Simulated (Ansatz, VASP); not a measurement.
# GeW: VASP beside Ansatz

The input INCAR:

```
SYSTEM = GeW
  ALGO = Normal
  EDIFF = 1E-6
  EDIFFG = -0.01
  ENCUT = 600
  GGA = PE
  IBRION = 2
  ISIF = 3
  ISMEAR = -1
  LASPH = .True.
  LCHARG = .False.
  LDAU = .True.
  LDAUJ = 0 0
  LDAUL = -1 2
  LDAUPRINT = 1
  LDAUTYPE = 2
  LDAUU = 0 8
  LMAXMIX = 4
  LREAL = .False.
  LWAVE = .False.
  NELM = 150
  NSW = 60
  PREC = Accurate
  SIGMA = 0.05
```

The input KPOINTS:

```
k-points
0
Gamma
  9 9 9
  0 0 0
```

The input POSCAR:

```
GeW
1.0
    0.0000000000      2.5776100000      2.5776100000
    2.5776100000      0.0000000000      2.5776100000
    2.5776100000      2.5776100000      0.0000000000
Ge W
1 1
Direct
    0.5000000000      0.5000000000      0.5000000000
    0.0000000000      0.0000000000      0.0000000000
```

File input.yaml:

```yaml
crystal:
  lattice:
    - [0.0, 2.57761, 2.57761]
    - [2.57761, 0.0, 2.57761]
    - [2.57761, 2.57761, 0.0]
  atoms:
    - { symbol: Ge, position: [0.5, 0.5, 0.5] }
    - { symbol: W, position: [0.0, 0.0, 0.0] }
hamiltonian:
  xc: pbe
  pseudopotentials: { kind: paw }
  hubbard: { sites: [{ species: W, l: d, u_eff: 8.0 }] }
kpoints:
  mp_grid: { grid: [9, 9, 9] }
scf:
  occupations: { method: fermi_dirac, width: 0.05 }
output:
  forces: true
  stress: true
  eigenvalues: true
relax:
  f_tol: 0.01
  max_steps: 40
  cell: { stress_tol: 0.05 }
```

Alike in both runs: task relaxation of cell and atoms; functional PBE; k mesh 9 × 9 × 9; occupations fermi-dirac, width 0.05 eV; no spin polarisation; Hubbard terms W d U = 8.0 eV.

```csv
,VASP,Ansatz
version,VASP 6.6.1,Ansatz 0.2.0
potentials or method,"VASP PAW PBE potentials, release 64 (Ge_d, W_sv)",Ansatz PAW
plane-wave cutoff (eV),600,420
valence electrons in the cell,28,28
```

|  | VASP | Ansatz | Ansatz less VASP |
| --- | --- | --- | --- |
| gap on the k mesh at the Fermi level, each at its own relaxed structure (eV) | none | none | - |
| relaxed volume (Å³/atom) | 18.00 | 17.85 | -0.154 |
| relaxed cell length with the largest relative difference (Å) | 3.706 | 3.696 | -0.0106 |

The programs project onto different local orbitals, so the same U acts differently, and such runs can settle in different states. A gap of «none» marks a metal or a gap that the smearing closes.

Spin-orbit coupling is off throughout. Noted on Ansatz's run: the plane-wave basis is chosen anew once the cell has moved, so the energies of steps on either side of that aren't comparable.
